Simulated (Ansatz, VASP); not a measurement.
**Two plane-wave programs on W**

File INCAR:

```
PREC = Accurate
ENCUT = 600
EDIFF = 1E-7
ISMEAR = -1
SIGMA = 0.05
LREAL = False
LASPH = True
NELM = 60
ALGO = Normal
ISIF = 3
LWAVE = False
LCHARG = False
GGA = PE
IBRION = 2
NSW = 60
EDIFFG = -0.005
```

Contents of KPOINTS:

```
Automatic mesh
0
Gamma
  18 18 18
```

The input POSCAR:

```
W
1.0
   -1.5921819128      1.5921819128      1.5921819128
    1.5921819128     -1.5921819128      1.5921819128
    1.5921819128      1.5921819128     -1.5921819128
W
1
Direct
    0.0000000000      0.0000000000      0.0000000000
```

Input for Ansatz:

```yaml
crystal:
  lattice:
    - [-1.5921819128, 1.5921819128, 1.5921819128]
    - [1.5921819128, -1.5921819128, 1.5921819128]
    - [1.5921819128, 1.5921819128, -1.5921819128]
  atoms:
    - { symbol: W, position: [0.0, 0.0, 0.0] }
kpoints:
  mp_grid: { grid: [18, 18, 18] }
scf:
  occupations: { method: fermi_dirac, width: 0.05 }
hamiltonian:
  xc: pbe
  pseudopotentials: { kind: paw }
output:
  forces: true
  stress: true
relax:
  f_tol: 0.005
  max_steps: 40
  cell: {}
```

Alike in both runs: task relaxation of cell and atoms; functional PBE; k mesh 18 × 18 × 18; occupations fermi-dirac, width 0.05 eV; no spin polarisation.

|  | VASP | Ansatz |
| --- | --- | --- |
| version | VASP 6.6.1 | Ansatz 0.2.0 |
| potentials or method | VASP PAW PBE potentials, release 64 (W_sv) | PAW with Ansatz's default frozen-core files, scalar-relativistic |
| plane-wave cutoff (eV) | 600 | 420 |
| valence electrons in the cell | 14 | 14 |

|  | VASP | Ansatz | Ansatz less VASP |
| --- | --- | --- | --- |
| relaxed volume (Å³/atom) | 16.16 | 16.13 | -0.029 |
| relaxed length of the cell vector where the two differ most in proportion (Å) | 2.759 | 2.757 | -0.0016 |

Spin-orbit coupling is off throughout.
